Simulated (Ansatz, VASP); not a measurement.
## Two plane-wave programs on Te

```xyz
1
Lattice="2.1889 1.2638 1.7281 -2.1889 1.2638 1.7281 0.0000 -2.5276 1.7281" Properties=species:S:1:pos:R:3 pbc="T T T"
Te    0.0000    0.0000    2.5922
```

Alike in both runs: task single point; functional PBEsol; k mesh 15 × 15 × 15; occupations gaussian, width 0.15 eV; no spin polarisation.

```csv
,VASP,Ansatz
version,VASP 6.6.1,Ansatz 0.2.0
potentials or method,"VASP PAW PBE potentials, release 64 (Te), cutoff 520 eV","scalar-relativistic, plane waves, PAW"
valence electrons in the cell,6,16
```

Ansatz gave:

* gap on the k mesh at the Fermi level (eV): none
* pressure (GPa): 5.9
* traceless stress, the component that is largest in VASP (GPa): -0.26

**Question.** Which values does VASP return?

**Answer.** gap on the k mesh at the Fermi level (eV): none; pressure (GPa): 6.1; traceless stress, the component that is largest in VASP (GPa): -0.27.

VASP's potentials were made for PBE, not for PBEsol. A gap of «none» marks a metal or a gap that the smearing closes. With one functional, cell and mesh, what is left measures potentials, basis and numerics. VASP's potentials hold 6 valence electrons a cell and Ansatz's 16, so a difference there can come from the potentials and not from the codes.

Neither program's run includes spin-orbit coupling.
